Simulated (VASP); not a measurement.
A run of VASP 6.6.1 is set up as follows.

The input INCAR:

```
PREC = Accurate
ENCUT = 500
EDIFF = 1E-6
ISMEAR = -1
SIGMA = 0.05
LREAL = False
LASPH = True
NELM = 120
ALGO = Normal
ISIF = 2
LWAVE = False
LCHARG = True
GGA = PS
LELF = True
LVHAR = True
NBANDS = 12
GGA_COMPAT = False
```

The input KPOINTS:

```
Automatic mesh
0
Gamma
  11 11 11
```

File POSCAR:

```
Nb
1.0
   -1.6858465900      1.6858465900      1.6858465900
    1.6858465900     -1.6858465900      1.6858465900
    1.6858465900      1.6858465900     -1.6858465900
Nb
1
Direct
    0.0000000000      0.0000000000      0.0000000000
```

Potentials or basis: VASP PAW PBE potentials, release 64 (Nb_sv).

The run is started by

```bash
$ cat potpaw_PBE.64/Nb_sv/POTCAR > POTCAR
$ mpirun -np 1 vasp_std > vasp.out
```

Task: What does it give for the pressure?

Result: -13.8 GPa.

Caveat: the PAW data sets were made with another functional, which shifts forces and pressure a little.
